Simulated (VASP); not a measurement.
# LiCl in VASP: a series of runs, part 2 of 2

VASP 6.6.1. The steps go on from the part before.

### 4 Single point, LDA (strain +0.050 along x and y, +0.025 along z)

File INCAR:

```
SYSTEM = LiCl
PREC = Accurate
ENCUT = 520
EDIFF = 1E-6
ISMEAR = 0
SIGMA = 0.05
LREAL = .FALSE.
LASPH = .TRUE.
NELM = 80
ALGO = Normal
ISIF = 2
LWAVE = .FALSE.
LCHARG = .FALSE.
GGA = CA
NBANDS = 12
```

File KPOINTS:

```
Automatic mesh
0
G
  8 8 8
  0 0 0
```

File POSCAR:

```
LiCl
1.0
    0.0000000000      2.6929980000      2.6288790000
    2.6929980000      0.0000000000      2.6288790000
    2.6929980000      2.6929980000      0.0000000000
Li Cl
1 1
Direct
    0.0000000000      0.0000000000      0.0000000000
    0.5000000000      0.5000000000      0.5000000000
```

Started as:

```bash
$ cat potpaw_LDA.64/Li_sv/POTCAR potpaw_LDA.64/Cl/POTCAR > POTCAR
$ mpirun -np 1 vasp_std > vasp.out
```

Run time: 34 s. Hardware: 1 thread of AMD EPYC 7R43 (Zen 3), shared host; peak memory 0.1 GiB.

It converged, with:

| Property | Result |
| --- | --- |
| Free energy | -7.9374 eV |
| Band gap on the k mesh | 5.34 eV, direct |

Levels at points of the mesh, in eV from the valence-band top:
```csv
k point,band 1,band 2,band 3,band 4,band 5,band 6,band 7,band 8,band 9,band 10
"(0.00, 0.00, 0.00)",-42.72,-12.96,-0.07,0.00,0.00,5.34,11.52,11.52,11.71,13.25
"(0.50, 0.00, 0.00)",-42.72,-12.52,-2.46,-0.26,-0.21,6.25,9.02,9.20,11.45,15.68
"(0.50, 0.50, 0.00)",-42.72,-12.32,-2.50,-0.99,-0.99,7.31,8.04,11.30,12.71,12.71
"(0.50, 0.00, 0.50)",-42.72,-12.35,-2.50,-1.00,-0.86,7.34,8.15,11.00,12.67,13.09
```

Caveat: the cell differs from its parent crystal (strain +0.050 along x and y, +0.025 along z); the cutoff is under 1.25 times the usual one of these potentials, so pressure, stress and relaxed cells hold a basis-set (Pulay) error. A k mesh can miss the band edges.

### 5 Single point, LDA (strain -0.050 along x and y, -0.050 along z)

File INCAR:

```
PREC = Accurate
ENCUT = 520
EDIFF = 1E-6
ISMEAR = 0
SIGMA = 0.05
LREAL = F
LASPH = T
NELM = 80
ALGO = Normal
ISIF = 2
LWAVE = F
LCHARG = F
GGA = CA
NBANDS = 12
```

File KPOINTS:

```
Automatic mesh
0
Gamma
  8 8 8
```

File POSCAR:

```
LiCl
1.0
    0.0000000000      2.4365220000      2.4365220000
    2.4365220000      0.0000000000      2.4365220000
    2.4365220000      2.4365220000      0.0000000000
Li Cl
1 1
Direct
    0.0000000000      0.0000000000      0.0000000000
    0.5000000000      0.5000000000      0.5000000000
```

Potentials or basis: VASP PAW LDA potentials, release 64 (Li_sv, Cl).

Started as:

```bash
$ cat potpaw_LDA.64/Li_sv/POTCAR potpaw_LDA.64/Cl/POTCAR > POTCAR
$ mpirun -np 1 vasp_std > vasp.out
```

OUTCAR:

```text
PREC = Accurate
   ENCUT = 520
   EDIFF = 1E-6
   ISMEAR = 0
   LREAL = F
   LASPH = T
   NELM = 80
   ISIF = 2
   GGA = CA

 ion  position               nearest neighbor table
   1  0.000  0.000  0.000-   2 2.44   2 2.44   2 2.44   2 2.44   2 2.44   2 2.44
   2  0.500  0.500  0.500-   1 2.44   1 2.44   1 2.44   1 2.44   1 2.44   1 2.44

  LATTYP: Found a face centered cubic cell.
 ALAT       =     4.8730440000

  Lattice vectors:

 A1 = (   0.0000000000,   2.4365220000,   2.4365220000)
 A2 = (   2.4365220000,   0.0000000000,   2.4365220000)
 A3 = (   2.4365220000,   2.4365220000,   0.0000000000)

Analysis of symmetry for initial positions (statically):
=====================================================================
 Subroutine PRICEL returns:
 Original cell was already a primitive cell.

 Routine SETGRP: Setting up the symmetry group for a
 face centered cubic supercell.

 Subroutine GETGRP returns: Found 48 space group operations
 (whereof 48 operations were pure point group operations)
 out of a pool of 48 trial point group operations.

The static configuration has the point symmetry O_h .

Analysis of symmetry for dynamics (positions and initial velocities):
=====================================================================
 Subroutine PRICEL returns:
 Original cell was already a primitive cell.

 Routine SETGRP: Setting up the symmetry group for a
 face centered cubic supercell.

 Subroutine GETGRP returns: Found 48 space group operations
 (whereof 48 operations were pure point group operations)
 out of a pool of 48 trial point group operations.

The dynamic configuration has the point symmetry O_h .

 Subroutine INISYM returns: Found 48 space group operations
 (whereof 48 operations are pure point group operations),
 and found     1 'primitive' translations

----------------------------------------------------------------------------------------

                                     Primitive cell

  volume of cell :      28.9295

[... 113 lines left out ...]
   GGA     = CA    functional components
   LHFCALC =     F    Hartree Fock is set to
   AEXX    =    0.0000 exact exchange contribution
   IVDW    =     0    specifies the selected vdW correction
   LEPSILON=     F    determine dielectric tensor
   LRPA    =     F    only Hartree local field effects (RPA)
 non-spin polarized calculation
 Gauss-broadening in eV      SIGMA  =   0.05
  energy-cutoff  :      520.00
  volume of cell :       28.93
 maximum number of plane-waves:       791
 NGX is ok and might be reduce to    28
   NGX = 13   NGY = 13   NGZ = 13

 number of electron      10.0000006 magnetization

 Free energy of the ion-electron system (eV)
  ---------------------------------------------------
  ext. energy  EPLUGINS =         0.00000000
  ---------------------------------------------------
  free energy    TOTEN  =        -8.08330333 eV

  energy without entropy =       -8.08330333  energy(sigma->0) =       -8.08330333

 E-fermi :   2.0419     XC(G=0):  -9.8326

 val. band max:        1.7455081681   @ k =   0.0000   0.0000   0.0000
 cond. band min:       8.3118434436   @ k =   0.5000   0.0000   0.0000
 fundamental gap:      6.5663352755
 Fermi energy:         2.0418675288

 k-point     1 :       0.0000    0.0000    0.0000
  band No.  band energies     occupation
      1     -40.5494      2.00000
      2     -12.1985      2.00000
      3       1.7455      2.00000
      4       1.7455      2.00000
      5       1.7455      2.00000
      6       8.7536      0.00000
      7      13.5886      0.00000
      8      13.5886      0.00000
      9      13.5886      0.00000
     10      16.6893      0.00000
     11      16.6895      0.00000
     12      16.7409      0.00000
[... 331 lines left out ...]
 k-point    24 :      -0.3750    0.2500    0.1250
  band No.  band energies     occupation
      1     -40.5412      2.00000
      2     -11.1980      2.00000
      3      -1.5321      2.00000
      4      -0.0060      2.00000
      5       0.9724      2.00000
      6       9.9603      0.00000
      7      11.0296      0.00000
      8      12.3557      0.00000
      9      14.2698      0.00000
     10      17.7921      0.00000
     11      18.6908      0.00000
     12      20.8450      0.00000

 [... further k-points ...]
[... 5 lines left out ...]
  --------------------------------------------------------------------------------------
  -------------------------------------------------------------------------------------
  Total        0.4490736      0.4490736      0.4490736      0.0000000      0.0000000      0.0000000
  in kB       24.8706477     24.8706477     24.8706477      0.0000000      0.0000000      0.0000000
  external PRESSURE =      24.8706477 kB  Pullay stress =       0.0000000 kB

 VOLUME and BASIS-vectors are now :
 -----------------------------------------------------------------------------
  energy-cutoff  :      520.00
  volume of cell :       28.93
      direct lattice vectors                 reciprocal lattice vectors
     0.000000000  2.436522000  2.436522000    -0.205210542  0.205210542  0.205210542
     2.436522000  0.000000000  2.436522000     0.205210542 -0.205210542  0.205210542
     2.436522000  2.436522000  0.000000000     0.205210542  0.205210542 -0.205210542

 POSITION                                       TOTAL-FORCE (eV/Angst)
 -----------------------------------------------------------------------------------
      0.00000      0.00000      0.00000         0.000000     -0.000000      0.000000
      2.43652      2.43652      2.43652        -0.000000      0.000000     -0.000000
 -----------------------------------------------------------------------------------
    total drift:                                0.000000      0.000000      0.000000

  FREE ENERGIE OF THE ION-ELECTRON SYSTEM (eV)
  ---------------------------------------------------
  free  energy   TOTEN  =        -8.0833033325 eV

  energy  without entropy=       -8.0833033325  energy(sigma->0) =       -8.08330333
```

stdout:

```text
POSCAR found type information on POSCAR LiCl
 POSCAR found :  2 types and       2 ions
 scaLAPACK will be used
 LDA part: xc-table for (Slater(with rela. corr.)+CA(PZ))
 , standard interpolation
 POSCAR, INCAR and KPOINTS ok, starting setup
 FFT: planning ... GRIDC
 FFT: planning ... GRID_SOFT
 FFT: planning ... GRID
 WAVECAR not read
 entering main loop
```

Wall time 15 s (1 thread of AMD EPYC 7R13, shared host); peak memory 0.1 GiB.

Results:

| Quantity | Value |
| --- | --- |
| Free energy | -8.0833 eV |
| Band gap on the k mesh | 6.57 eV, indirect (least direct gap 6.90 eV) |

Levels at points of the mesh, in eV from the valence-band top:
```csv
k point,band 3,band 4,band 5,band 6,band 7,band 8
"(0.00, 0.00, 0.00)",0.00,0.00,0.00,7.01,11.84,11.84
"(0.50, 0.00, 0.00)",-3.58,-0.33,-0.33,6.57,9.23,9.23
"(0.50, 0.50, 0.00)",-3.78,-1.47,-1.47,7.73,7.98,13.49
```

Caveat: the cell differs from its parent crystal (strain -0.050 along x and y, -0.050 along z); the cutoff is under 1.25 times the usual one of these potentials, so pressure, stress and relaxed cells hold a basis-set (Pulay) error.

### 6 Overview

```csv
cell,gap on the mesh (eV)
"a = 3.673, b = 3.673, c = 3.718 Å, angles 59.6, 59.6, 60.8°, 2 atoms",5.71
"a = 3.763, b = 3.763, c = 3.718 Å, angles 60.4, 60.4, 59.2°, 2 atoms",5.44
"a = 3.763, b = 3.763, c = 3.808 Å, angles 59.6, 59.6, 60.8°, 2 atoms",5.34
"a = 3.446 Å, angles 60.0°, 2 atoms",6.57
```

Alike in all rows: task single point; level LDA; potentials or basis VASP PAW LDA potentials, release 64 (Li_sv, Cl); no spin polarisation; k mesh 8 × 8 × 8; cutoff (eV) 520; smearing gaussian 0.05 eV.

Caveats: the cutoff is under 1.25 times the usual one of these potentials, so pressure, stress and relaxed cells hold a basis-set (Pulay) error.

Total energies depend on the potentials used, so only differences within one code and one set of settings carry meaning.
